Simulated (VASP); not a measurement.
NaAl15HO24 (a cell with a defect), 41 atoms in the cell. The cell holds a defect, 41 atoms: a = 5.181 Å, b = 10.361 Å, c = 10.361 Å, α = 55.29°, β = 55.29°, γ = 55.29°. 

- Program: VASP 6.6.1
- Task: single point
- Functional: PBE
- Potentials or basis: VASP PAW PBE potentials, release 64 (Al, Na_pv, O, H)
- Cutoff: 520 eV
- k mesh: 1 × 1 × 1
- Occupations: fermi-dirac, width 0.01 eV
- Spin: no spin polarisation
- Dipole correction: no
- Charge: -1
- Further INCAR settings: LREAL = Auto; ALGO = Normal; EDIFF = 1e-06; NBANDS = 124; NELECT = 198.0

Potentials or basis: VASP PAW PBE potentials, release 64 (Al, Na_pv, O, H).

Run with:

```console
$ cat potpaw_PBE.64/Al/POTCAR potpaw_PBE.64/Na_pv/POTCAR potpaw_PBE.64/O/POTCAR potpaw_PBE.64/H/POTCAR > POTCAR
$ mpirun -np 1 vasp_gam > vasp.out
```

Hardware: 1 thread of Intel(R) Xeon(R) Platinum 8488C (Sapphire Rapids) (shared host).

**Question.** How long does it take, and how much memory?

**Answer.** It took 3.3 min on 1 thread of Intel(R) Xeon(R) Platinum 8488C (Sapphire Rapids) (shared host), peak memory 0.55 GiB. Counts: scf iterations 17, k points 1.
